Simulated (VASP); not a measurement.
# Ge: single point with LDA

The system is Ge.

```
Ge
1.0
     0.00000    2.85182    2.85182
     2.85182    0.00000    2.85182
     2.85182    2.85182    0.00000
Ge
2
Cartesian
  2.8518 2.8518 2.8518
  4.2777 4.2777 4.2777
```

This cell differs from its parent crystal: volume scaled by 1.04.

```yaml
Program: VASP 6.6.1
Task: single point
Functional: LDA
Potentials_or_basis: VASP PAW LDA potentials, release 64 (Ge_d)
Cutoff: 520 eV
k_mesh: 9 × 9 × 9
Occupations: fermi-dirac, width 0.05 eV
Spin: no spin polarisation
Dipole_correction: no
Further_INCAR_settings: ALGO = Normal; EDIFF = 1e-06; NBANDS = 21
```

- Pressure: -2.6 GPa
- Band gap on the k mesh: zero (filled and empty bands touch)

Levels at points of the mesh, in eV from the Fermi level:
| k point | band 11 | band 12 | band 13 | band 14 | band 15 | band 16 | band 17 | band 18 |
| --- | --- | --- | --- | --- | --- | --- | --- | --- |
| (0.00, 0.00, 0.00) | -12.57 | -0.31 | 0.05 | 0.05 | 0.05 | 2.57 | 2.57 | 2.57 |

It took 13 s on 1 thread of Intel(R) Xeon(R) 6975P-C (Granite Rapids), on a shared host, peak memory 0.16 GiB.
